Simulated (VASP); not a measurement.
Runs of VASP 6.6.1 on Cd. The structure is that of space group Fm-3m (No. 225), or close to it. The cells are those of the table. 

| cell | gap on the mesh (eV) | pressure (GPa) |
| --- | --- | --- |
| a = 3.137 Å, angles 60.0°, 1 atom | none | (b) |
| a = 3.105 Å, angles 60.0°, 1 atom | none | -0.1 |
| a = 3.198 Å, angles 60.0°, 1 atom | none | (a) |
| a = 3.168 Å, angles 60.0°, 1 atom | none | -3.0 |
| a = 3.073 Å, angles 60.0°, 1 atom | none | 1.9 |

Alike in all rows: task single point; level PBEsol; potentials or basis VASP PAW PBE potentials, release 64 (Cd); no spin polarisation; k mesh 9 × 9 × 9; cutoff (eV) 520; smearing fermi-dirac 0.1 eV.

Task: Estimate the missing entries.

Result: (a) -4.0; (b) -1.7.

Caveats: the PAW data sets were made with another functional, which shifts forces and pressure a little.

A k mesh can miss the band edges, and the runs leave out spin-orbit coupling on Cd.

A gap of «none» marks levels without a gap at the run's occupations.
